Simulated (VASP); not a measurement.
Ir: single point with PBE

Ir:

```xyz
3
Lattice="4.3119 0.0000 0.0000 -2.1559 3.7342 0.0000 0.0000 0.0000 2.6495" Properties=species:S:1:pos:R:3 pbc="T T T"
Ir    0.0000    0.0000    0.0000
Ir    0.0000    2.4895    1.3247
Ir    2.1559    1.2447    1.3247
```

This cell differs from its parent crystal: volume scaled by 0.95.

| Property | Result |
| --- | --- |
| Program | VASP 6.6.1 |
| Task | single point |
| Functional | PBE |
| Potentials or basis | VASP PAW PBE potentials, release 64 (Ir) |
| Cutoff | 500 eV |
| k mesh | 8 × 8 × 11 |
| Occupations | fermi-dirac, width 0.08 eV |
| Spin | no spin polarisation |

* Pressure: 19.3 GPa

Stress tensor (GPa, compression positive):
```
19.35  0.00  0.00
 0.00 19.35  0.00
 0.00  0.00 19.14
```

Levels at points of the mesh, in eV from the Fermi level:
| k point | band 10 | band 11 | band 12 | band 13 | band 14 | band 15 | band 16 | band 17 | band 18 | band 19 |
| --- | --- | --- | --- | --- | --- | --- | --- | --- | --- | --- |
| (0.00, 0.00, 0.00) | -3.18 | -2.12 | -2.12 | -2.07 | -2.07 | 1.22 | 1.22 | 6.25 | 7.54 | 8.64 |
| (0.50, 0.00, 0.00) | -1.85 | -1.82 | -0.58 | -0.33 | 0.24 | 0.25 | 0.32 | 0.36 | 1.30 | 7.81 |

Wall time 22 s on 1 thread of Intel(R) Xeon(R) 6975P-C (Granite Rapids), on a shared host, peak memory 0.18 GiB.

Caveat: spin-orbit coupling is left out, which moves the levels of the heavy elements.
